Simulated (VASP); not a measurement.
Runs of VASP 6.6.1 on Mg2C. The structure is that of space group Fm-3m (No. 225), or close to it. The cells are those of the table. 

| level | cell | k mesh | smearing | grid for exact exchange (PRECFOCK) | screening parameter | gap on the mesh (eV) | pressure (GPa) |
| --- | --- | --- | --- | --- | --- | --- | --- |
| PBE | a = 3.741 Å, angles 60.0°, 3 atoms | 8 × 8 × 8 | fermi-dirac 0.02 eV | - | - | 0.74 | 10.3 |
| r2SCAN | a = 3.741 Å, angles 60.0°, 3 atoms | 8 × 8 × 8 | gaussian 0.01 eV | - | - | 1.12 | 8.0 |
| r2SCAN | a = 3.834, b = 3.834, c = 3.791 Å, angles 60.4, 60.4, 60.7°, 3 atoms | 8 × 8 × 8 | gaussian 0.01 eV | - | - | (c) | -0.3 |
| HSE06 | a = 3.741 Å, angles 60.0°, 3 atoms | 6 × 6 × 6 | gaussian 0.01 eV | Normal | 0.2079 1/Å | 1.43 | (b) |
| PBE | a = 3.834, b = 3.834, c = 3.791 Å, angles 60.4, 60.4, 60.7°, 3 atoms | 8 × 8 × 8 | fermi-dirac 0.02 eV | - | - | 0.68 | (a) |

Alike in all rows: task single point; potentials or basis VASP PAW PBE potentials, release 64 (C, Mg); no spin polarisation; cutoff (eV) 520.

**Question.** Estimate the missing entries.

**Answer.** (a) 1.9; (b) 7.8; (c) 1.05.

Caveats: the PAW data sets were made with another functional, which shifts forces and pressure a little (some runs).

A k mesh can miss the band edges.
